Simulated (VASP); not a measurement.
Input of a VASP 6.6.1 run:

Contents of INCAR:

```
SYSTEM = HgTe
ALGO = Normal
EDIFF = 1E-6
ENCUT = 520
GGA = PE
ISIF = 2
ISMEAR = -1
LASPH = .True.
LCHARG = .False.
LREAL = .False.
LWAVE = .False.
NBANDS = 26
NELM = 60
PREC = Accurate
SIGMA = 0.05
```

KPOINTS

```
k-points
0
Gamma
  10 10 6
  0 0 0
```

File POSCAR:

```
HgTe
1.0
    3.4671592546      0.0000000000      0.0000000000
   -1.7335796273      3.0026479934      0.0000000000
    0.0000000000      0.0000000000      7.6828303773
Hg Te
2 2
Direct
    0.0000000000      0.0000000000      0.0000000000
    0.0000000000      0.0000000000      0.5000000000
    0.3333333333      0.6666666667      0.2500000000
    0.6666666667      0.3333333333      0.7500000000
```

Potentials or basis: VASP PAW PBE potentials, release 64 (Hg, Te).

Run with:

```sh
$ cat potpaw_PBE.64/Hg/POTCAR potpaw_PBE.64/Te/POTCAR > POTCAR
$ mpirun -np 1 vasp_std > vasp.out
```

(1) Predict the pressure.

(2) What does it give for the band gap on the k mesh?

Results:

(1) 42.7 GPa.

(2) zero (bands 18 and 19 overlap by 3.99 eV).

Caveat: the cell stands under pressure; spin-orbit coupling is left out, which moves the levels of the heavy elements.
